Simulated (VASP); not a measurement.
AlRu, 2 atoms in the cell. It takes space group P4/mmm (No. 123, tetragonal). Conventional cell: a = 3.081 Å, b = 3.081 Å, c = 3.036 Å, α = 90.00°, β = 90.00°, γ = 90.00°. Al (site symmetry 4/mmm) has 8 Ru at 2.66 Å and 6 Al at 3.04 to 3.08 Å within 3.5 Å. Within 3.5 Å of Ru (site symmetry 4/mmm) lie 8 Al at 2.66 Å and 6 Ru at 3.04 to 3.08 Å.  This cell differs from its parent crystal: strain +0.030 along x and y, +0.015 along z.

* Program: VASP 6.6.1
* Task: single point
* Functional: PBEsol
* Potentials or basis: VASP PAW PBE potentials, release 64 (Al, Ru_pv)
* Cutoff: 520 eV
* k mesh: 16 × 16 × 16
* Occupations: gaussian, width 0.15 eV
* Spin: no spin polarisation
* Dipole correction: no
* Further INCAR settings: ALGO = Fast; EDIFF = 1e-06; NBANDS = 16

Potentials or basis: VASP PAW PBE potentials, release 64 (Al, Ru_pv).

Command:

```sh
$ cat potpaw_PBE.64/Al/POTCAR potpaw_PBE.64/Ru_pv/POTCAR > POTCAR
$ mpirun -np 1 vasp_std > vasp.out
```

Hardware: 1 thread of Intel Xeon 8259CL (shared host).

**Question.** How long does it take, and how much memory?

**Answer.** Run time: 2.3 min on 1 thread of Intel Xeon 8259CL, with other jobs on the host, peak memory 0.28 GiB. Counts: scf iterations 12, k points 405.
